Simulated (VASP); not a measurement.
# KMgPd3 (P4mm) in VASP: notebook, part 2 of 2

VASP 6.6.1. The steps go on from the part before.

**5. Single point, PBE**

This run uses another cell than the first one, of 21.87 Å³/atom.

INCAR reads:

```
SYSTEM = KMgPd3
  PREC = Accurate
  ENCUT = 600
  EDIFF = 1E-6
  ISMEAR = 0
  SIGMA = 0.1
  LREAL = .FALSE.
  LASPH = .TRUE.
  NELM = 120
  ALGO = Normal
  ISIF = 2
  LWAVE = .FALSE.
  LCHARG = .FALSE.
  GGA = PE
  NBANDS = 28
  GGA_COMPAT = .FALSE.
```

KPOINTS reads:

```
Automatic mesh
0
G
  8 8 8
  0 0 0
```

POSCAR reads:

```
KMgPd3
1.0
    4.4254337812      0.0000000000      0.0000000000
    0.0000000000      4.4254337812      0.0000000000
    0.0000000000      0.0000000000      5.5837829990
K Mg Pd
1 1 3
Direct
    0.0000000000      0.0000000000      0.9831321375
    0.5000000000      0.5000000000      0.7065033771
    0.0000000000      0.5000000000      0.4512703115
    0.5000000000      0.5000000000      0.1757238323
    0.5000000000      0.0000000000      0.4512703115
```

Potentials or basis: VASP PAW PBE potentials, release 64 (K_sv, Mg, Pd).

The run is started by

```bash
$ cat potpaw_PBE.64/K_sv/POTCAR potpaw_PBE.64/Mg/POTCAR potpaw_PBE.64/Pd/POTCAR > POTCAR
$ mpirun -np 1 vasp_std > vasp.out
```

OUTCAR:

```text
SYSTEM = KMgPd3
   PREC = Accurate
   ENCUT = 600
   EDIFF = 1E-6
   ISMEAR = 0
   LREAL = .FALSE.
   LASPH = .TRUE.
   NELM = 120
   ISIF = 2
   GGA = PE

 ion  position               nearest neighbor table
   1  0.000  0.000  0.983-   4 3.31   4 3.31   4 3.31   4 3.31   3 3.42   5 3.42   5 3.42   3 3.42
                             2 3.49   2 3.49   2 3.49   2 3.49
   2  0.500  0.500  0.707-   4 2.62   3 2.63   5 2.63   5 2.63   3 2.63   4 2.96   1 3.49   1 3.49
                             1 3.49   1 3.49
   3  0.000  0.500  0.451-   2 2.63   2 2.63   4 2.70   4 2.70   5 3.13   5 3.13   5 3.13   5 3.13
                             1 3.42   1 3.42
   4  0.500  0.500  0.176-   2 2.62   3 2.70   5 2.70   5 2.70   3 2.70   2 2.96   1 3.31   1 3.31
                             1 3.31   1 3.31
   5  0.500  0.000  0.451-   2 2.63   2 2.63   4 2.70   4 2.70   3 3.13   3 3.13   3 3.13   3 3.13
                             1 3.42   1 3.42

  LATTYP: Found a simple tetragonal cell.
 ALAT       =     4.4254337812
 C/A-ratio  =     1.2617481754

  Lattice vectors:

 A1 = (   4.4254337812,   0.0000000000,   0.0000000000)
 A2 = (   0.0000000000,   4.4254337812,   0.0000000000)
 A3 = (   0.0000000000,   0.0000000000,   5.5837829990)

Analysis of symmetry for initial positions (statically):
=====================================================================
 Subroutine PRICEL returns:
 Original cell was already a primitive cell.

 Routine SETGRP: Setting up the symmetry group for a
 simple tetragonal supercell.

 Subroutine GETGRP returns: Found  8 space group operations
 (whereof  8 operations were pure point group operations)
 out of a pool of 16 trial point group operations.

The static configuration has the point symmetry C_4v.

Analysis of symmetry for dynamics (positions and initial velocities):
=====================================================================
 Subroutine PRICEL returns:
 Original cell was already a primitive cell.

[... 129 lines left out ...]
   EFERMI_NEDOS =   21; number of points for ismear=-14 and -15
   IALGO  =     38    algorithm
   IMIX   =      4    mixing-type and parameters
     AMIX     =   0.40;   BMIX     =  1.00
     AMIX_MAG =   1.60;   BMIX_MAG =  1.00
  volume/ion in A,a.u.               =      21.87       147.59
  Fermi-wavevector in a.u.,A,eV,Ry     =   1.180473  2.230770 18.959942  1.393516
  Thomas-Fermi vector in A             =   2.316765
   LORBIT       =      0    0 simple, 1 ext, 2 COOP (PROOUT), +10 PAW based schemes
   GGA     = PE    functional components
   LHFCALC =     F    Hartree Fock is set to
   AEXX    =    0.0000 exact exchange contribution
   IVDW    =     0    specifies the selected vdW correction
   LEPSILON=     F    determine dielectric tensor
   LRPA    =     F    only Hartree local field effects (RPA)
 non-spin polarized calculation
 Gauss-broadening in eV      SIGMA  =   0.10
  energy-cutoff  :      600.00
  volume of cell :      109.36
 maximum number of plane-waves:      3712
 NGX is ok and might be reduce to    36
   NGX = 17   NGY = 17   NGZ = 23

 number of electron      41.0000008 magnetization

 Free energy of the ion-electron system (eV)
  ---------------------------------------------------
  ext. energy  EPLUGINS =         0.00000000
  ---------------------------------------------------
  free energy    TOTEN  =       -18.46464715 eV

  energy without entropy =      -18.45542022  energy(sigma->0) =      -18.46003369

 E-fermi :   3.8850     XC(G=0):  -9.9443

 val. band max:        3.8584986386   @ k =   0.5000   0.1250   0.5000
 cond. band min:       3.9355879650   @ k =   0.3750   0.2500   0.3750
 fundamental gap:      0.0770893264
 Fermi energy:         3.8849678568

 k-point     1 :       0.0000    0.0000    0.0000
  band No.  band energies     occupation
      1     -25.7559      2.00000
      2      -9.3027      2.00000
      3      -9.3027      2.00000
      4      -9.2770      2.00000
      5      -1.5245      2.00000
      6       0.6155      2.00000
[... 733 lines left out ...]
     27      10.5733      0.00000
     28      11.1842      0.00000

 [... further k-points ...]
[... 5 lines left out ...]
  --------------------------------------------------------------------------------------
  -------------------------------------------------------------------------------------
  Total        0.0080383      0.0080383      0.0063103      0.0000000      0.0000000      0.0000000
  in kB        0.1177697      0.1177697      0.0924533      0.0000000      0.0000000      0.0000000
  external PRESSURE =       0.1093309 kB  Pullay stress =       0.0000000 kB

 VOLUME and BASIS-vectors are now :
 -----------------------------------------------------------------------------
  energy-cutoff  :      600.00
  volume of cell :      109.36
      direct lattice vectors                 reciprocal lattice vectors
     4.425433781  0.000000000  0.000000000     0.225966549  0.000000000  0.000000000
     0.000000000  4.425433781  0.000000000     0.000000000  0.225966549  0.000000000
     0.000000000  0.000000000  5.583782999     0.000000000  0.000000000  0.179090054

 POSITION                                       TOTAL-FORCE (eV/Angst)
 -----------------------------------------------------------------------------------
      0.00000      0.00000      5.48960         0.000000     -0.000000     -0.004956
      2.21272      2.21272      3.94496         0.000000     -0.000000      0.004633
      0.00000      2.21272      2.51980         0.000000      0.000000     -0.018836
      2.21272      2.21272      0.98120        -0.000000     -0.000000      0.037996
      2.21272      0.00000      2.51980         0.000000     -0.000000     -0.018836
 -----------------------------------------------------------------------------------
    total drift:                                0.000000      0.000000     -0.000536

  FREE ENERGIE OF THE ION-ELECTRON SYSTEM (eV)
  ---------------------------------------------------
  free  energy   TOTEN  =       -18.4646471469 eV

  energy  without entropy=      -18.4554202248  energy(sigma->0) =      -18.46003369
```

OSZICAR:

```text
N       E                     dE             d eps       ncg     rms          rms(c)
DAV:   1     0.265440719664E+03    0.26544E+03   -0.20700E+04  4200   0.150E+03
DAV:   2    -0.681524519913E+01   -0.27226E+03   -0.25799E+03  4492   0.329E+02
DAV:   3    -0.182497374548E+02   -0.11434E+02   -0.11282E+02  5168   0.618E+01
DAV:   4    -0.187777833353E+02   -0.52805E+00   -0.52637E+00  6940   0.978E+00
DAV:   5    -0.187814474051E+02   -0.36641E-02   -0.36628E-02  5020   0.859E-01    0.708E+00
DAV:   6    -0.185375817634E+02    0.24387E+00   -0.44720E-01  4668   0.481E+00    0.397E+00
DAV:   7    -0.184904702973E+02    0.47111E-01   -0.26263E-01  4784   0.505E+00    0.211E+00
DAV:   8    -0.184657165298E+02    0.24754E-01   -0.11447E-01  4888   0.391E+00    0.755E-01
DAV:   9    -0.184649596702E+02    0.75686E-03   -0.16244E-02  4872   0.112E+00    0.220E-01
DAV:  10    -0.184646247222E+02    0.33495E-03   -0.21452E-03  4984   0.357E-01    0.844E-02
DAV:  11    -0.184646470143E+02   -0.22292E-04   -0.30405E-04  5236   0.150E-01    0.303E-02
DAV:  12    -0.184646452104E+02    0.18039E-05   -0.37993E-05  5348   0.655E-02    0.108E-02
DAV:  13    -0.184646469718E+02   -0.17614E-05   -0.58368E-06  4904   0.161E-02    0.285E-03
DAV:  14    -0.184646471469E+02   -0.17510E-06   -0.53074E-07  2792   0.593E-03
   1 F= -.18464647E+02 E0= -.18460034E+02  d E =-.922692E-02
```

stdout:

```text
POSCAR found type information on POSCAR K MgPd
 POSCAR found :  3 types and       5 ions
 scaLAPACK will be used
 LDA part: xc-table for (Slater+PW92), standard interpolation
 POSCAR, INCAR and KPOINTS ok, starting setup
 FFT: planning ... GRIDC
 FFT: planning ... GRID_SOFT
 FFT: planning ... GRID
 WAVECAR not read
 entering main loop
```

Run time: 7.6 min. Hardware: 1 thread of Oxide Virtual Turin-like, shared host; peak memory 0.4 GiB.

Results:

| Quantity | Value |
| --- | --- |
| Free energy | -18.4646 eV |
| Pressure | 0.0 GPa |
| Largest force | 0.038 eV/Å |
| Band gap on the k mesh | zero (an odd number of electrons rules out a gap without spin polarisation) |

Forces in eV/Å, atoms in the order of the input:
```
K    0.000  0.000 -0.005
Mg   0.000  0.000  0.005
Pd   0.000  0.000 -0.019
Pd   0.000  0.000  0.038
Pd   0.000  0.000 -0.019
```

**6. Relaxation of cell and atoms, PBE**

This run uses another cell than the first one, of 21.87 Å³/atom.

INCAR reads:

```
ALGO = Normal ; EDIFF = 1E-7
EDIFFG = -0.01 ; ENCUT = 600
GGA = PE ; GGA_COMPAT = F
IBRION = 2 ; ISIF = 3
ISMEAR = 0 ; LASPH = T
LCHARG = F ; LREAL = F
LWAVE = F ; NELM = 120
NELMIN = 4 ; NSW = 100
PREC = Accurate ; SIGMA = 0.1
```

KPOINTS reads:

```
k-points
0
Gamma
  8 8 8
```

POSCAR reads:

```
KMgPd3
1.0
    4.4102122351      0.0000000000      0.0000000000
    0.0000000000      4.4102122351      0.0000000000
    0.0000000000      0.0000000000      5.6213581953
K Mg Pd
1 1 3
Direct
    0.0000000000      0.0000000000      0.9843108497
    0.5000000000      0.5000000000      0.7070428092
    0.0000000000      0.5000000000      0.4503693549
    0.5000000000      0.5000000000      0.1758076012
    0.5000000000      0.0000000000      0.4503693549
```

Potentials or basis: VASP PAW PBE potentials, release 64 (K_sv, Mg, Pd).

The run is started by

```bash
$ cat potpaw_PBE.64/K_sv/POTCAR potpaw_PBE.64/Mg/POTCAR potpaw_PBE.64/Pd/POTCAR > POTCAR
$ mpirun -np 1 vasp_std > vasp.out
```

Wall time 31 min (1 thread of Oxide Virtual Turin-like, shared host); peak memory 0.4 GiB.

Results (log left out):

```yaml
Free_energy: -18.4648 eV
Relaxed_volume: 21.92 Å³/atom
Relaxed_cell: a = 4.432 Å, b = 4.432 Å, c = 5.580 Å, α = 90.00°, β = 90.00°, γ = 90.00°
Space_group_after_relaxing_to_0.1_Å: P4mm (No. 99)
Energy_gained_by_relaxing: 0.2 meV/atom
Ionic_steps: 7
Pressure_after_relaxing: 0.0 GPa
Largest_force_after_relaxing: 0.007 eV/Å
Band_gap_on_the_k_mesh: zero (an odd number of electrons rules out a gap without spin polarisation)
```

Forces on the atoms (eV/Å):
```
K    0.000  0.000 -0.005
Mg   0.000  0.000  0.007
Pd   0.000  0.000 -0.002
Pd   0.000  0.000  0.001
Pd   0.000  0.000 -0.002
```

Step by step:
| step | energy change (eV) | largest force (eV/Å) | pressure (GPa) | volume (Å³) |
| --- | --- | --- | --- | --- |
| 1 | 0.0000 | 0.0149 | 0.00 | 109.34 |
| 2 | -0.0003 | 0.0148 | 0.00 | 109.34 |
| 3 | -0.0006 | 0.0377 | -0.01 | 109.35 |
| 4 | -0.0007 | 0.0435 | -0.01 | 109.36 |
| 5 | -0.0008 | 0.0209 | 0.04 | 109.34 |
| 6 | -0.0008 | 0.0110 | 0.08 | 109.32 |
| 7 | -0.0009 | 0.0073 | -0.05 | 109.61 |

Final structure:
```
K Mg Pd
1.0
     4.43213    0.00000    0.00000
     0.00000    4.43213    0.00000
     0.00000    0.00000    5.58006
K Mg Pd
1 1 3
Cartesian
  0.0000 4.4321 5.4848
  2.2161 2.2161 3.9420
  0.0000 2.2161 2.5155
  2.2161 2.2161 0.9873
  2.2161 4.4321 2.5155
```

Levels at points of the mesh, in eV from the Fermi level:
```tsv
k point	band 18	band 19	band 20	band 21	band 22	band 23	band 24
(0.00, 0.00, 0.00)	-0.99	-0.33	-0.20	0.83	1.73	2.89	2.89
(0.50, 0.00, 0.00)	-0.79	-0.78	-0.70	-0.64	2.10	2.80	3.71
(0.50, 0.50, 0.00)	-0.79	-0.79	-0.23	1.27	1.27	1.68	1.87
(0.00, 0.00, 0.50)	-1.07	-0.96	-0.44	-0.20	3.38	3.38	3.99
(0.50, 0.00, 0.50)	-0.91	-0.83	-0.63	-0.22	0.41	1.11	5.13
(0.50, 0.50, 0.50)	-0.70	-0.70	-0.19	0.82	1.63	1.63	1.89
```

**7. Summary**

```tsv
task	cell	k mesh	gap on the mesh (eV)	pressure (GPa)	relaxed volume (Å³/atom)	largest force (eV/Å)
single point	a = 4.222, b = 4.222, c = 5.341 Å, 5 atoms, atomic positions A	4 × 4 × 4	none	11.2	-	3.57
single point	a = 4.410, b = 4.410, c = 5.621 Å, 5 atoms, atomic positions B	4 × 4 × 4	none	0.0	-	0.03
relaxation of cell and atoms	relaxed from a = 4.222, b = 4.222, c = 5.341 Å, 5 atoms, atomic positions A	4 × 4 × 4	none	0.0	21.86	0.02
single point	a = 4.425, b = 4.425, c = 5.584 Å, 5 atoms, atomic positions C	8 × 8 × 8	none	0.0	-	0.04
relaxation of cell and atoms	relaxed from a = 4.410, b = 4.410, c = 5.621 Å, 5 atoms, atomic positions B	8 × 8 × 8	none	0.0	21.92	0.01
```

Alike in all rows: level PBE; potentials or basis VASP PAW PBE potentials, release 64 (K_sv, Mg, Pd); no spin polarisation; cutoff (eV) 600; smearing gaussian 0.1 eV.

Caveats: some runs use coarse meshes; forces of over 1 eV/Å act on the atoms, so gaps and moduli don't describe the material at rest (at least some runs).

Total energies depend on the potentials used, so only differences within one code and one set of settings carry meaning.

The gap in the log of VASP goes by the Fermi energy; the results here count the filled bands.